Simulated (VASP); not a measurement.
Here is a VASP 6.6.1 calculation.

The input INCAR:

```
SYSTEM = W
PREC = Accurate
ENCUT = 520
EDIFF = 1E-7
ISMEAR = 0
SIGMA = 0.1
LREAL = .False.
LASPH = .True.
NELM = 100
ALGO = Normal
ISIF = 2
LWAVE = .False.
LCHARG = .False.
LDIPOL = .True.
IDIPOL = 3
DIPOL = 0.5 0.5 0.497
GGA = PE
NBANDS = 66
```

File KPOINTS:

```
regular mesh
0
Gamma
  9 6 1
  0 0 0
```

POSCAR

```
W
1.0
    2.8708535300      0.0000000000      0.0000000000
    0.0000000000      4.0600000000      0.0000000000
    0.0000000000      0.0000000000     30.0479872824
W
8
Direct
    0.5000000000      0.5000000000      0.3328009928
    0.0000000000      0.0000000000      0.3805721364
    0.5000000000      0.5000000000      0.4283432800
    0.0000000000      0.0000000000      0.4761144235
    0.5000000000      0.5000000000      0.5237216130
    0.0000000000      0.0000000000      0.5676387357
    0.5000000000      0.5000000000      0.6180319190
    0.0000000000      0.0000000000      0.6515517270
```

Potentials or basis: VASP PAW PBE potentials, release 64 (W_sv).

Run with:

```sh
$ cat potpaw_PBE.64/W_sv/POTCAR > POTCAR
$ mpirun -np 1 vasp_std > vasp.out
```

(1) Estimate the largest force.

(2) Estimate the band gap on the k mesh.

Answers

(1) 2.202 eV/Å.

(2) zero (band 56 reaches 2.50 eV, above the bottom of band 57 at 1.19 eV).

Caveat: spin-orbit coupling is left out, which moves the levels of the heavy elements.
